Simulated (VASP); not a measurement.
A run of VASP 6.6.1:

INCAR

```
ALGO = Normal
EDIFF = 1E-6
ENCUT = 520
GGA = PE
ISIF = 2
ISMEAR = 0
LASPH = True
LCHARG = False
LREAL = False
LWAVE = False
NBANDS = 16
NELM = 80
PREC = Accurate
SIGMA = 0.01
```

File KPOINTS:

```
k-points
0
Gamma
  4 4 2
```

File POSCAR:

```
Mg2SO
1.0
    3.7934903575      0.0000000000      0.0000000000
    0.0000000000      3.7934903575      0.0000000000
    0.0000000000      0.0000000000      5.0416233775
O Mg S
1 2 1
Direct
    0.0000000000      0.0000000000      0.0000000000
    0.0000000000      0.5000000000      0.8113170204
    0.5000000000      0.0000000000      0.1886829796
    0.5000000000      0.5000000000      0.5000000000
```

Potentials or basis: VASP PAW PBE potentials, release 64 (O, Mg, S).

Command:

```bash
$ cat potpaw_PBE.64/O/POTCAR potpaw_PBE.64/Mg/POTCAR potpaw_PBE.64/S/POTCAR > POTCAR
$ mpirun -np 1 vasp_std > vasp.out
```

Hardware: 1 thread of Intel Xeon 6975P-C (shared host).

Question: How long does it take, and how much memory?

Answer: It took 15 s on 1 thread of Intel Xeon 6975P-C (shared host), peak memory 0.18 GiB. Counts: scf iterations 14, k points 12.
